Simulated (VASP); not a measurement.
Wanted: the native input for a VASP 6.6.1 run.

| Quantity | Value |
| --- | --- |
| Task | single point |
| Functional | PBE |
| Potentials or basis | VASP PAW PBE potentials, release 64 (W_sv, Ge_d) |
| Cutoff | 520 eV |
| k mesh | 15 × 15 × 15 |
| Occupations | fermi-dirac, width 0.05 eV |
| Spin | no spin polarisation |
| Dipole correction | no |
| Further INCAR settings | ALGO = Normal; EDIFF = 1e-06; NBANDS = 21 |

The structure of GeW (CsCl type) lies in POSCAR:

```
GeW
1.0
    2.6325545669      0.0000000000      0.0000000000
    0.0000000000      2.6325545669      0.0000000000
    0.0000000000      0.0000000000      2.6325545669
W Ge
1 1
Direct
    0.0000000000      0.0000000000      0.0000000000
    0.5000000000      0.5000000000      0.5000000000
```

One way to write it, as run:

INCAR

```
ALGO = Normal
EDIFF = 1E-6
ENCUT = 520
GGA = PE
ISIF = 2
ISMEAR = -1
LASPH = T
LCHARG = F
LREAL = F
LWAVE = F
NBANDS = 21
NELM = 80
PREC = Accurate
SIGMA = 0.05
```

KPOINTS

```
k-points
0
Gamma
  15 15 15
```

Potentials or basis: VASP PAW PBE potentials, release 64 (W_sv, Ge_d).

The run is started by

```bash
$ cat potpaw_PBE.64/W_sv/POTCAR potpaw_PBE.64/Ge_d/POTCAR > POTCAR
$ mpirun -np 1 vasp_std > vasp.out
```

Results of the run:

```yaml
Pressure: 346.0 GPa
Band_gap_on_the_k_mesh: zero (bands 14 and 15 overlap by 7.61 eV)
```

Caveat: the cell stands under pressure; spin-orbit coupling is left out, which moves the levels of the heavy elements.

Wall time 26 s on 1 thread of AMD EPYC 7R13 Processor (Zen 3) (shared host), peak memory 0.13 GiB.
